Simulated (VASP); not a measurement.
VWC2:

```
CELL_PARAMETERS angstrom
1.51704 0.87586 4.93389
-1.51704 0.87586 4.93389
0.00000 -1.75173 4.93389
ATOMIC_POSITIONS crystal
W 0.00000 0.00000 0.00000
V 0.50000 0.50000 0.50000
C 0.24649 0.24649 0.24649
C 0.75351 0.75351 0.75351
```

Base run:

```yaml
Program: VASP 6.6.1
Functional: PBE
Potentials_or_basis: VASP PAW PBE potentials, release 64 (W_sv, V_sv, C)
Cutoff: 520 eV
k_mesh: 9 × 9 × 9
Occupations: fermi-dirac, width 0.05 eV
Spin: collinear spin, ferromagnetic start
Starting_moments: "[0.0, 4.0, 0.0, 0.0] μB"
Fixed_moment: 4 μB
```

Its results: pressure 21.6 GPa; site moments W +1.01; V +1.91; C +0.21 μB; largest force 0.748 eV/Å.

The run is repeated on the same cell with these changes: functional from PBE to PBEsol. What comes out?

Pressure 12.9 GPa; site moments W +1.00; V +1.89; C +0.21 μB; largest force 0.729 eV/Å.

PBEsol binds more tightly than PBE, so the same cell stands under less pressure.

Caveats: the total moment is fixed, so each spin has its own Fermi level; the PAW data sets were made with another functional, which shifts forces and pressure a little (some runs).
